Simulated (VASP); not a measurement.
# SiO2 (P4_12_12) in VASP: single point with r2SCAN

Aim: the single point of SiO2 with r2SCAN.

Program: VASP 6.6.1. These are calculated values, not measurements. Logs are shortened: lines on timing, memory, paths and dates and some standing lists are left out, and cuts for length are marked.

### 1 The cell of the first run

The structure is tetragonal, space group P4_12_12 (No. 92). The conventional cell has a = 4.461 Å, b = 4.461 Å, c = 5.824 Å, α = 90.00°, β = 90.00°, γ = 90.00°. Within 2.1 Å of Si (site symmetry 2) lie 4 O at 1.60 Å. Within 2.1 Å of O (site symmetry 1) lie 2 Si at 1.60 Å.

### 2 Single point, r2SCAN

POSCAR reads:

```
SiO2
1.0
    4.4612878328      0.0000000000      0.0000000000
    0.0000000000      4.4612878328      0.0000000000
    0.0000000000      0.0000000000      5.8241992492
Si O
4 8
Direct
    0.3511270799      0.3511270799      0.0000000000
    0.1488729201      0.8511270799      0.2500000000
    0.6488729201      0.6488729201      0.5000000000
    0.8511270799      0.1488729201      0.7500000000
    0.2182849678      0.2010163379      0.2288190017
    0.2989836621      0.7182849678      0.4788190017
    0.7817150322      0.7989836621      0.7288190017
    0.7010163379      0.2817150322      0.9788190017
    0.7182849678      0.2989836621      0.5211809983
    0.7989836621      0.7817150322      0.2711809983
    0.2817150322      0.7010163379      0.0211809983
    0.2010163379      0.2182849678      0.7711809983
```

INCAR.step1 reads:

```
SYSTEM = SiO2
  PREC = Accurate
  ENCUT = 520
  ISMEAR = -1
  SIGMA = 0.05
  LREAL = .False.
  LASPH = .True.
  NELM = 60
  NBANDS = 44
  GGA = PE
  ALGO = Normal
  EDIFF = 1E-4
  LWAVE = .True.
  LCHARG = .False.
```

INCAR.step2 reads:

```
SYSTEM = SiO2
  PREC = Accurate
  ENCUT = 520
  EDIFF = 1E-6
  ISMEAR = -1
  SIGMA = 0.05
  LREAL = .False.
  LASPH = .True.
  NELM = 60
  ALGO = Normal
  ISIF = 2
  LWAVE = .False.
  LCHARG = .True.
  METAGGA = R2SCAN
  LMIXTAU = .True.
  LELF = .True.
  LVHAR = .True.
  NBANDS = 44
  ISTART = 1
```

KPOINTS reads:

```
regular mesh
0
Gamma
  6 6 4
  0 0 0
```

Potentials or basis: VASP PAW PBE potentials, release 64 (Si, O).

Command:

```sh
> cat potpaw_PBE.64/Si/POTCAR potpaw_PBE.64/O/POTCAR > POTCAR
> cp INCAR.step1 INCAR
> mpirun -np 1 vasp_std > vasp.out
> cp INCAR.step2 INCAR
> mpirun -np 1 vasp_std > vasp.out
```

OUTCAR:

```text
SYSTEM = SiO2
   PREC = Accurate
   ENCUT = 520
   EDIFF = 1E-6
   ISMEAR = -1
   LREAL = .False.
   LASPH = .True.
   NELM = 60
   ISIF = 2
   METAGGA = R2SCAN
   ISTART = 1

 ion  position               nearest neighbor table
   1  0.351  0.351  0.000-   8 1.60  11 1.60   5 1.60  12 1.60   2 2.81   4 2.81   2 2.81   4 2.81

   2  0.149  0.851  0.250-   5 1.60  10 1.60   6 1.60  11 1.60   1 2.81   3 2.81   1 2.81   3 2.81

   3  0.649  0.649  0.500-   6 1.60   9 1.60   7 1.60  10 1.60   2 2.81   4 2.81   4 2.81   2 2.81

   4  0.851  0.149  0.750-   7 1.60  12 1.60   9 1.60   8 1.60   1 2.81   3 2.81   3 2.81   1 2.81

   5  0.218  0.201  0.229-   2 1.60   1 1.60
   6  0.299  0.718  0.479-   3 1.60   2 1.60
   7  0.782  0.799  0.729-   4 1.60   3 1.60
   8  0.701  0.282  0.979-   1 1.60   4 1.60
   9  0.718  0.299  0.521-   3 1.60   4 1.60
  10  0.799  0.782  0.271-   2 1.60   3 1.60
  11  0.282  0.701  0.021-   1 1.60   2 1.60
  12  0.201  0.218  0.771-   4 1.60   1 1.60

  LATTYP: Found a simple tetragonal cell.
 ALAT       =     4.4612878328
 C/A-ratio  =     1.3054973065

  Lattice vectors:

 A1 = (   4.4612878328,   0.0000000000,   0.0000000000)
 A2 = (   0.0000000000,   4.4612878328,   0.0000000000)
 A3 = (   0.0000000000,   0.0000000000,   5.8241992492)

Analysis of symmetry for initial positions (statically):
=====================================================================
 Subroutine PRICEL returns:
 Original cell was already a primitive cell.

 Routine SETGRP: Setting up the symmetry group for a
 simple tetragonal supercell.

 Subroutine GETGRP returns: Found  8 space group operations
 (whereof  2 operations were pure point group operations)
 out of a pool of 16 trial point group operations.

The static configuration has the point symmetry C_2 .
 The point group associated with its full space group is D_4 .

Analysis of symmetry for dynamics (positions and initial velocities):
=====================================================================
 Subroutine PRICEL returns:
 Original cell was already a primitive cell.

 Routine SETGRP: Setting up the symmetry group for a
 simple tetragonal supercell.

 Subroutine GETGRP returns: Found  8 space group operations
 (whereof  2 operations were pure point group operations)
 out of a pool of 16 trial point group operations.

The dynamic configuration has the point symmetry C_2 .
 The point group associated with its full space group is D_4 .

 Subroutine INISYM returns: Found  8 space group operations
 (whereof  2 operations are pure point group operations),
 and found     1 'primitive' translations

----------------------------------------------------------------------------------------

                                     Primitive cell

  volume of cell :     115.9196

  direct lattice vectors                    reciprocal lattice vectors
     4.461287833  0.000000000  0.000000000     0.224150523  0.000000000  0.000000000
     0.000000000  4.461287833  0.000000000     0.000000000  0.224150523  0.000000000
     0.000000000  0.000000000  5.824199249     0.000000000  0.000000000  0.171697423

  length of vectors
     4.461287833  4.461287833  5.824199249     0.224150523  0.224150523  0.171697423

  position of ions in fractional coordinates (direct lattice)
     0.351127080  0.351127080  0.000000000
     0.148872920  0.851127080  0.250000000
     0.648872920  0.648872920  0.500000000
     0.851127080  0.148872920  0.750000000
     0.218284968  0.201016338  0.228819002
     0.298983662  0.718284968  0.478819002
     0.781715032  0.798983662  0.728819002
     0.701016338  0.281715032  0.978819002
     0.718284968  0.298983662  0.521180998
     0.798983662  0.781715032  0.271180998
     0.281715032  0.701016338  0.021180998
     0.201016338  0.218284968  0.771180998

  ion indices of the primitive-cell ions
   primitive index   ion index
                 1           1
                 2           2
                 3           3
                 4           4
                 5           5
                 6           6
                 7           7
                 8           8
                 9           9
                10          10
                11          11
                12          12

----------------------------------------------------------------------------------------

 KPOINTS: regular mesh

Automatic generation of k-mesh.
 Grid dimensions read from file:
 generate k-points for:    6    6    4

 Generating k-lattice:

  Cartesian coordinates                     Fractional coordinates (reciprocal lattice)
     0.037358420  0.000000000  0.000000000     0.166666667  0.000000000  0.000000000
     0.000000000  0.037358420  0.000000000     0.000000000  0.166666667  0.000000000
     0.000000000  0.000000000  0.042924356     0.000000000  0.000000000  0.250000000

  Length of vectors
     0.037358420  0.037358420  0.042924356

  Shift w.r.t. Gamma in fractional coordinates (k-lattice)
     0.000000000  0.000000000  0.000000000

 Subroutine IBZKPT returns following result:
 ===========================================

 Found     30 irreducible k-points:

 Following reciprocal coordinates:
            Coordinates               Weight
  0.000000  0.000000  0.000000      1.000000
  0.166667  0.000000  0.000000      4.000000
  0.333333  0.000000  0.000000      4.000000
  0.500000  0.000000  0.000000      2.000000
  0.166667  0.166667  0.000000      4.000000
  0.333333  0.166667  0.000000      8.000000
[... 16 lines left out ...]
  0.333333  0.000000  0.500000      4.000000
  0.500000  0.000000  0.500000      2.000000
 [... further k-points ...]
   k-points           NKPTS =     30   k-points in BZ     NKDIM =     30   number of bands    NBANDS=     44
   number of dos      NEDOS =    301   number of ions     NIONS =     12
   total plane-waves  NPLWV =  62208
   dimension x,y,z NGX =    36 NGY =   36 NGZ =   48
   dimension x,y,z NGXF=    72 NGYF=   72 NGZF=   96
   ions per type =               4   8
   NGX,Y,Z   is equivalent  to a cutoff of  13.42, 13.42, 13.70 a.u.
   NGXF,Y,Z  is equivalent  to a cutoff of  26.83, 26.83, 27.40 a.u.
 SYSTEM =  SiO2
   PREC   = accura    normal or accurate (medium, high low for compatibility)
   ISTART =      1    job   : 0-new  1-cont  2-samecut
   ICHARG =      0    charge: 1-file 2-atom 10-const
   ISPIN  =      1    spin polarized calculation?
   LNONCOLLINEAR =      F non collinear calculations
   LSORBIT =      F    spin-orbit coupling
   LASPH  =      T    aspherical Exc in radial PAW
   ENCUT  =  520.0 eV  38.22 Ry    6.18 a.u.   8.30  8.30 10.83*2*pi/ulx,y,z
   NELM   =     60;   NELMIN=  2; NELMDL=  0     # of ELM steps
   EDIFF  = 0.1E-05   stopping-criterion for ELM
   LREAL  =      F    real-space projection
   EDIFFG = 0.1E-04   stopping-criterion for IOM
   NSW    =      0    number of steps for IOM
   IBRION =     -1    ionic relax: 0-MD 1-quasi-New 2-CG
   NFREE  =      0    steps in history (QN), initial steepest desc. (CG)
   ISIF   =      2    stress and relaxation
   ISYM   =      2    0-nonsym 1-usesym 2-fastsym
   POTIM  = 0.5000    time-step for ionic-motion
   TEBEG  =    0.0;   TEEND  =   0.0 temperature during run
   PSTRESS=    0.0 pullay stress
   NELECT =      64.0000    total number of electrons
   NUPDOWN=      -1.0000    fix difference up-down
   EMIN   =  10.00;   EMAX   =-10.00  energy-range for DOS
   EFERMI =   0.00;   METHOD = LEGACY
   ISMEAR =    -1;   SIGMA  =   0.05  broadening in eV -4-tet -1-fermi 0-gaus
   EFERMI_NEDOS =   21; number of points for ismear=-14 and -15
   IALGO  =     38    algorithm
   IMIX   =      4    mixing-type and parameters
     AMIX     =   0.40;   BMIX     =  1.00
     AMIX_MAG =   1.60;   BMIX_MAG =  1.00
  volume/ion in A,a.u.               =       9.66        65.19
  Fermi-wavevector in a.u.,A,eV,Ry     =   1.343020  2.537940 24.540877  1.803704
  Thomas-Fermi vector in A             =   2.471128
   LORBIT       =      0    0 simple, 1 ext, 2 COOP (PROOUT), +10 PAW based schemes
   METAGGA = R2SCAN    functional components
   LHFCALC =     F    Hartree Fock is set to
   AEXX    =    0.0000 exact exchange contribution
   IVDW    =     0    specifies the selected vdW correction
   LEPSILON=     F    determine dielectric tensor
   LRPA    =     F    only Hartree local field effects (RPA)
 non-spin polarized calculation
  energy-cutoff  :      520.00
  volume of cell :      115.92
 maximum number of plane-waves:      3153
 NGX is ok and might be reduce to    36
   NGX = 17   NGY = 17   NGZ = 21

 number of electron      64.0000014 magnetization

 Free energy of the ion-electron system (eV)
  ---------------------------------------------------
  ext. energy  EPLUGINS =         0.00000000
  ---------------------------------------------------
  free energy    TOTEN  =      -116.96245371 eV

  energy without entropy =     -116.96245371  energy(sigma->0) =     -116.96245371

 E-fermi :   4.6107     XC(G=0): -11.3551

 val. band max:        3.5712753950   @ k =   0.0000   0.0000   0.0000
 cond. band min:      10.5463943263   @ k =   0.0000   0.0000   0.0000
 fundamental gap:      6.9751189313
 Fermi energy:         4.6107332673

 k-point     1 :       0.0000    0.0000    0.0000
  band No.  band energies     occupation
      1     -17.9673      2.00000
      2     -16.5447      2.00000
      3     -16.5447      2.00000
      4     -15.3269      2.00000
      5     -15.3269      2.00000
      6     -15.3173      2.00000
[... 36 lines left out ...]
     43      17.2023      0.00000
     44      17.5296      0.00000
[... 1040 lines left out ...]
      4     -16.1614      2.00000
      5     -15.3052      2.00000
      6     -15.3052      2.00000
[... 36 lines left out ...]
     43      16.7986      0.00000
     44      16.8692      0.00000

 [... further k-points ...]

------------------------ aborting loop because EDIFF is reached ----------------------------------------

  FORCE on cell =-STRESS in cart. coord.  units (eV):
  Direction    XX          YY          ZZ          XY          YZ          ZX
  --------------------------------------------------------------------------------------
  -------------------------------------------------------------------------------------
  Total       14.9291971     14.9291971     14.8461555      0.0000000      0.0000000      0.0000000
  in kB      206.3432768    206.3432768    205.1955210      0.0000000      0.0000000      0.0000000
  external PRESSURE =     205.9606916 kB  Pullay stress =       0.0000000 kB

 VOLUME and BASIS-vectors are now :
 -----------------------------------------------------------------------------
  energy-cutoff  :      520.00
  volume of cell :      115.92
      direct lattice vectors                 reciprocal lattice vectors
     4.461287833  0.000000000  0.000000000     0.224150523  0.000000000  0.000000000
     0.000000000  4.461287833  0.000000000     0.000000000  0.224150523  0.000000000
     0.000000000  0.000000000  5.824199249     0.000000000  0.000000000  0.171697423

 POSITION                                       TOTAL-FORCE (eV/Angst)
 -----------------------------------------------------------------------------------
      1.56648      1.56648      0.00000         0.034442      0.034442     -0.000000
      0.66416      3.79712      1.45605        -0.034442      0.034442     -0.000000
      2.89481      2.89481      2.91210        -0.034442     -0.034442     -0.000000
      3.79712      0.66416      4.36815         0.034442     -0.034442     -0.000000
      0.97383      0.89679      1.33269        -0.005101      0.019850      0.019050
      1.33385      3.20448      2.78874        -0.019850     -0.005101      0.019050
      3.48746      3.56450      4.24479         0.005101     -0.019850      0.019050
      3.12744      1.25681      5.70084         0.019850      0.005101      0.019050
      3.20448      1.33385      3.03546        -0.005101     -0.019850     -0.019050
      3.56450      3.48746      1.57941        -0.019850      0.005101     -0.019050
      1.25681      3.12744      0.12336         0.005101      0.019850     -0.019050
      0.89679      0.97383      4.49151         0.019850     -0.005101     -0.019050
 -----------------------------------------------------------------------------------
    total drift:                               -0.000000      0.000000      0.000000

  FREE ENERGIE OF THE ION-ELECTRON SYSTEM (eV)
  ---------------------------------------------------
  free  energy   TOTEN  =      -116.9624537129 eV

  energy  without entropy=     -116.9624537129  energy(sigma->0) =     -116.96245371
```

Wall time 4 min (1 thread of Intel Xeon 6975P-C (Granite Rapids), shared host); peak memory 0.3 GiB.

What came out:

* Free energy: -116.9625 eV
* Pressure: 20.6 GPa
* Largest force: 0.049 eV/Å
* Band gap on the k mesh: 6.98 eV, direct

Forces in eV/Å, atoms in the order of the input:
```
Si   0.034  0.034  0.000
Si  -0.034  0.034  0.000
Si  -0.034 -0.034  0.000
Si   0.034 -0.034  0.000
O   -0.005  0.020  0.019
O   -0.020 -0.005  0.019
O    0.005 -0.020  0.019
O    0.020  0.005  0.019
O   -0.005 -0.020 -0.019
O   -0.020  0.005 -0.019
O    0.005  0.020 -0.019
O    0.020 -0.005 -0.019
```

Stress tensor (GPa, compression positive):
```
20.63  0.00  0.00
 0.00 20.63  0.00
 0.00  0.00 20.52
```

Levels at points of the mesh, in eV from the valence-band top:
| k point | band 29 | band 30 | band 31 | band 32 | band 33 | band 34 | band 35 | band 36 |
| --- | --- | --- | --- | --- | --- | --- | --- | --- |
| (0.00, 0.00, 0.00) | -1.12 | -1.07 | -1.07 | 0.00 | 6.98 | 9.40 | 9.68 | 9.68 |
| (0.50, 0.00, 0.00) | -0.99 | -0.99 | -0.67 | -0.67 | 9.47 | 9.47 | 10.11 | 10.11 |
| (0.50, 0.50, 0.00) | -1.00 | -1.00 | -0.76 | -0.76 | 8.92 | 8.92 | 9.83 | 9.83 |
| (0.00, 0.00, 0.50) | -1.29 | -1.29 | -0.62 | -0.62 | 8.44 | 8.44 | 9.71 | 9.71 |
| (0.50, 0.00, 0.50) | -1.07 | -1.07 | -0.51 | -0.51 | 10.01 | 10.01 | 10.54 | 10.54 |
| (0.50, 0.50, 0.50) | -0.57 | -0.57 | -0.57 | -0.57 | 9.72 | 9.72 | 9.72 | 9.72 |

Caveat: the PAW data sets were made with another functional, which shifts forces and pressure a little. r2SCAN opens gaps a little over a GGA but as a rule still falls short of measured ones.
